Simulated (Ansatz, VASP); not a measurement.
**Two plane-wave programs on BaZrO3**

The input INCAR:

```
ALGO = Normal ; EDIFF = 1E-6
ENCUT = 520 ; GGA = PE
ISIF = 2 ; ISMEAR = 0
LASPH = T ; LCHARG = T
LELF = T ; LREAL = F
LVHAR = T ; LWAVE = F
NBANDS = 28 ; NELM = 60
PREC = Accurate ; SIGMA = 0.05
```

Contents of KPOINTS:

```
k-points
0
Gamma
  8 8 8
```

POSCAR

```
BaZrO3
1.0
    4.1493984658      0.0000000000      0.0000000000
    0.0000000000      4.1493984658      0.0000000000
    0.0000000000      0.0000000000      4.1493984658
Ba Zr O
1 1 3
Direct
    0.0000000000      0.0000000000      0.0000000000
    0.5000000000      0.5000000000      0.5000000000
    0.0000000000      0.5000000000      0.5000000000
    0.5000000000      0.5000000000      0.0000000000
    0.5000000000      0.0000000000      0.5000000000
```

Input for Ansatz:

```yaml
crystal:
  lattice:
    - [4.1493984658, 0.0, 0.0]
    - [0.0, 4.1493984658, 0.0]
    - [0.0, 0.0, 4.1493984658]
  atoms:
    - { symbol: Ba, position: [0.0, 0.0, 0.0] }
    - { symbol: Zr, position: [0.5, 0.5, 0.5] }
    - { symbol: O, position: [0.0, 0.5, 0.5] }
    - { symbol: O, position: [0.5, 0.5, 0.0] }
    - { symbol: O, position: [0.5, 0.0, 0.5] }
basis:
  ecutwfc: 420
  ecutrho_ratio: 4
kpoints:
  mp_grid: { grid: [8, 8, 8] }
hamiltonian:
  xc: pbe
scf:
  occupations: { method: gaussian, width: 0.05 }
output:
  forces: true
  stress: true
  eigenvalues: true
```

Alike in both runs: task single point; functional PBE; k mesh 8 × 8 × 8; occupations gaussian, width 0.05 eV; no spin polarisation.

```csv
,VASP,Ansatz
version,VASP 6.6.1,Ansatz 0.2.0
potentials or method,"VASP PAW PBE potentials, release 64 (Ba_sv, Zr_sv, O), cutoff 520 eV","scalar-relativistic, plane waves, PAW"
valence electrons in the cell,40,40
```

|  | VASP | Ansatz | Ansatz less VASP |
| --- | --- | --- | --- |
| gap on the k mesh at the Fermi level (eV) | 3.25 | 3.31 | +0.055 |
| least direct gap on the mesh (eV) | 3.44 | 3.47 | +0.025 |
| pressure (GPa) | 10.6 | 9.4 | -1.19 |

Spin-orbit coupling is off throughout.
